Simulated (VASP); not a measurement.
A run of VASP 6.6.1 is set up as follows.

INCAR

```
PREC = Accurate ; ENCUT = 600
EDIFF = 1E-7 ; ISMEAR = 0
SIGMA = 0.1 ; LREAL = False
LASPH = True ; NELM = 80
ALGO = Normal ; ISIF = 3
LWAVE = False ; LCHARG = False
GGA = PE ; IVDW = 12
IBRION = 2 ; NSW = 90
EDIFFG = -0.04
```

The input KPOINTS:

```
regular mesh
0
Gamma
  6 6 6
```

The input POSCAR:

```
GaN
1.0
    3.7204035877      0.0000000000      0.0000000000
    0.0000000000      3.7204035877      0.0000000000
    0.0000000000      0.0000000000      3.5138129400
Ga N
2 2
Direct
    0.5000000000      0.5000000000      0.0000000000
    0.0000000000      0.0000000000      0.0000000000
    0.5000000000      0.0000000000      0.7941030763
    0.0000000000      0.5000000000      0.2058969237
```

Potentials or basis: VASP PAW PBE potentials, release 64 (Ga_d, N).

Command:

```console
$ cat potpaw_PBE.64/Ga_d/POTCAR potpaw_PBE.64/N/POTCAR > POTCAR
$ mpirun -np 1 vasp_std > vasp.out
```

**Question.** Predict the space group after relaxing (to 0.05 Å).

**Answer.** P4/nmm (No. 129).

**Question.** Estimate the relaxed volume.

**Answer.** 12.18 Å³/atom.

Forces in eV/Å, atoms in the order of the input:
```
Ga   0.000  0.000  0.000
Ga   0.000  0.000  0.000
N    0.000  0.000 -0.025
N    0.000  0.000  0.025
```
